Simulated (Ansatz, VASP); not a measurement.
## PbF2 in VASP and in Ansatz

File INCAR:

```
ALGO = Normal
EDIFF = 1E-7
EDIFFG = -0.01
ENCUT = 600
GGA = RP
GGA_COMPAT = F
IBRION = 2
ISIF = 3
ISMEAR = -1
IVDW = 12
LASPH = T
LCHARG = F
LREAL = F
LWAVE = F
NELM = 120
NELMIN = 4
NSW = 60
PREC = Accurate
SIGMA = 0.05
```

File KPOINTS:

```
k-points
0
Gamma
  8 8 8
```

The input POSCAR:

```
PbF2
1.0
    0.0000000000      2.9636600000      2.9636600000
    2.9636600000      0.0000000000      2.9636600000
    2.9636600000      2.9636600000      0.0000000000
Pb F
1 2
Direct
    0.0000000000      0.0000000000      0.0000000000
    0.7500000000      0.7500000000      0.7500000000
    0.2500000000      0.2500000000      0.2500000000
```

input.yaml

```yaml
crystal:
  lattice:
    - [0.0, 2.96366, 2.96366]
    - [2.96366, 0.0, 2.96366]
    - [2.96366, 2.96366, 0.0]
  atoms:
    - { symbol: Pb, position: [0.0, 0.0, 0.0] }
    - { symbol: F, position: [0.75, 0.75, 0.75] }
    - { symbol: F, position: [0.25, 0.25, 0.25] }
hamiltonian:
  xc: rpbe
  pseudopotentials: { kind: paw }
  dispersion: d3bj
kpoints:
  mp_grid: { grid: [8, 8, 8] }
scf:
  occupations: { method: fermi_dirac, width: 0.05 }
output:
  forces: true
  stress: true
  write_density: true
  write_potential: true
  elf: true
  volumetric_format: npy
relax:
  f_tol: 0.01
  max_steps: 40
  cell: { stress_tol: 0.05 }
```

Alike in both runs: task relaxation of cell and atoms; functional RPBE; dispersion D3(BJ); k mesh 8 × 8 × 8; occupations fermi-dirac, width 0.05 eV; no spin polarisation.

|  | VASP | Ansatz |
| --- | --- | --- |
| version | VASP 6.6.1 | Ansatz 0.2.0 |
| potentials or method | VASP PAW PBE potentials, release 64 (Pb_d, F) | Ansatz PAW |
| plane-wave cutoff (eV) | 600 | 420 |
| valence electrons in the cell | 28 | 28 |

|  | VASP | Ansatz | Ansatz less VASP |
| --- | --- | --- | --- |
| gap on the k mesh at the Fermi level, each at its own relaxed structure (eV) | 4.53 | 4.54 | +0.003 |
| relaxed volume (Å³/atom) | 16.61 | 16.68 | +0.071 |
| relaxed length of the cell vector where the two differ most in proportion (Å) | 4.130 | 4.136 | +0.0059 |

VASP's potentials were made for PBE, not for RPBE.

Neither program's run includes spin-orbit coupling. Noted on Ansatz's run: the plane-wave basis is chosen anew once the cell has moved, so the energies of steps on either side of that aren't comparable.
